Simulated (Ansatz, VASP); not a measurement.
Two plane-wave programs on Sn

```
Sn
1.0
     3.40987    0.00000    0.00000
    -1.70493    2.95303    0.00000
     0.00000    0.00000   11.13662
Sn
4
Direct
  0.00000 0.00000 0.00000
  0.00000 0.00000 0.50000
  0.33333 0.66667 0.25000
  0.66667 0.33333 0.75000
```

Alike in both runs: task relaxation of cell and atoms; functional BLYP; k mesh 11 × 11 × 3; occupations fermi-dirac, width 0.1 eV; no spin polarisation.

|  | VASP | Ansatz |
| --- | --- | --- |
| version | VASP 6.6.1 | Ansatz 0.2.0 |
| potentials or method | VASP PAW PBE potentials, release 64 (Sn_d), cutoff 600 eV | plane waves (420 eV) with PAW, scalar-relativistic |
| valence electrons in the cell | 56 | 56 |

|  | VASP | Ansatz | Ansatz less VASP |
| --- | --- | --- | --- |
| relaxed volume (Å³/atom) | 30.77 | 30.78 | +0.010 |
| relaxed length of the cell vector where the two differ most in proportion (Å) | 11.538 | 11.552 | +0.0136 |

VASP's potentials were made for PBE, not for BLYP.
